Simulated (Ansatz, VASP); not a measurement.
## One calculation of HfB, two programs

```
Hf B
1.0
     0.00000    2.41614    2.41614
     2.41614    0.00000    2.41614
     2.41614    2.41614    0.00000
Hf B
1 1
Cartesian
  2.4161 2.4161 2.4161
  0.0000 0.0000 0.0000
```

Alike in both runs: task single point; functional PBE; dispersion D4; k mesh 8 × 8 × 8; occupations gaussian, width 0.05 eV; no spin polarisation.

```csv
,VASP,Ansatz
version,VASP 6.6.1,Ansatz 0.2.0
potentials or method,"VASP PAW PBE potentials, release 64 (Hf_pv, B), cutoff 500 eV","scalar-relativistic, plane waves, PAW"
valence electrons in the cell,13,29
```

|  | VASP | Ansatz | Ansatz less VASP |
| --- | --- | --- | --- |
| gap on the k mesh at the Fermi level (eV) | none | none | - |
| pressure (GPa) | -3.3 | -3.4 | -0.07 |

A gap of «none» marks a metal or a gap that the smearing closes. VASP's potentials hold 13 valence electrons a cell and Ansatz's 29, so a difference there can come from the potentials and not from the codes.

Neither program's run includes spin-orbit coupling.
